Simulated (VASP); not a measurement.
The system is BeTe.

```xyz
4
Lattice="-1.7375 1.7375 5.9431 1.7375 -1.7375 5.9431 1.7375 1.7375 -5.9431" Properties=species:S:1:pos:R:3 pbc="T T T"
Be    0.0000    0.0000    0.0000
Be    0.0000    1.7375    2.9715
Te    0.0000    0.0000    5.9431
Te    1.7375    0.0000    2.9715
```

The cell was generated, and may not be a known phase.

| Quantity | Value |
| --- | --- |
| Program | VASP 6.6.1 |
| Task | relaxation of cell and atoms |
| Functional | PBE |
| Potentials or basis | VASP PAW PBE potentials, release 64 (Be, Te) |
| Cutoff | 600 eV |
| k mesh | 8 × 8 × 8 |
| Occupations | gaussian, width 0.1 eV |
| Spin | no spin polarisation |

At the start: pressure 12.7 GPa; volume 17.94 Å³/atom.

Where does the relaxation end?

Over 15 steps the energy falls by 192.4 meV/atom and the volume is 29.47 Å³/atom (+64.2 %); space group I4_1/amd (No. 141, to 0.1 Å) before and after.

Step by step:
```csv
step,energy change (eV),largest force (eV/Å),pressure (GPa),volume (Å³)
1,0.0000,0.0000,12.68,71.77
2,-0.3243,0.0000,-3.05,87.51
3,-0.3940,0.0000,0.54,82.19
4,-0.4267,0.0000,0.46,83.42
5,-0.4885,0.0000,0.40,87.05
6,-0.6345,0.0000,1.08,93.88
7,-0.6299,0.0000,4.65,105.95
8,-0.6979,0.0000,2.93,101.23
9,-0.7203,0.0000,2.32,103.64
10,-0.7605,0.0000,0.78,111.00
11,-0.7474,0.0000,-1.42,126.38
12,-0.7682,0.0000,-0.25,117.24
13,-0.7683,0.0000,-0.16,116.63
14,-0.7687,0.0000,-0.12,116.95
15,-0.7694,0.0000,-0.01,117.88
```

Final structure:
```yaml
crystal:
  lattice:
    - [-1.78736, 1.78736, 9.22446]
    - [1.78736, -1.78736, 9.22446]
    - [1.78736, 1.78736, -9.22446]
  atoms:
    - { symbol: Be, position: [0.00000, 0.00000, 0.00000] }
    - { symbol: Be, position: [0.75000, 0.25000, 0.50000] }
    - { symbol: Te, position: [0.50000, 0.50000, 0.00000] }
    - { symbol: Te, position: [0.25000, 0.75000, 0.50000] }
```

Caveat: the volume moved by over 15 % at a fixed basis, so the end points are rough.
